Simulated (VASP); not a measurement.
Here is a VASP 6.6.1 calculation.

Contents of INCAR:

```
SYSTEM = Al2Cu
PREC = Accurate
ENCUT = 520
EDIFF = 1E-6
ISMEAR = -1
SIGMA = 0.05
LREAL = .False.
LASPH = .True.
NELM = 60
ALGO = Normal
ISIF = 2
LWAVE = .False.
LCHARG = .False.
GGA = PE
NBANDS = 16
```

KPOINTS

```
Automatic mesh
0
Gamma
  9 9 9
  0 0 0
```

File POSCAR:

```
Al2Cu
1.0
   -2.0701581488      2.0701581488      2.9070120003
    2.0701581488     -2.0701581488      2.9070120003
    2.0701581488      2.0701581488     -2.9070120003
Cu Al
1 2
Direct
    0.5000000000      0.5000000000      0.0000000000
    0.2500000000      0.7500000000      0.5000000000
    0.7500000000      0.2500000000      0.5000000000
```

Potentials or basis: VASP PAW PBE potentials, release 64 (Cu, Al).

Launch:

```console
$ cat potpaw_PBE.64/Cu/POTCAR potpaw_PBE.64/Al/POTCAR > POTCAR
$ mpirun -np 1 vasp_std > vasp.out
```

**Question.** Predict the pressure.

**Answer.** -2.5 GPa.

Stress tensor (GPa, compression positive):
```
-2.58  0.00  0.00
 0.00 -2.58  0.00
 0.00  0.00 -2.44
```
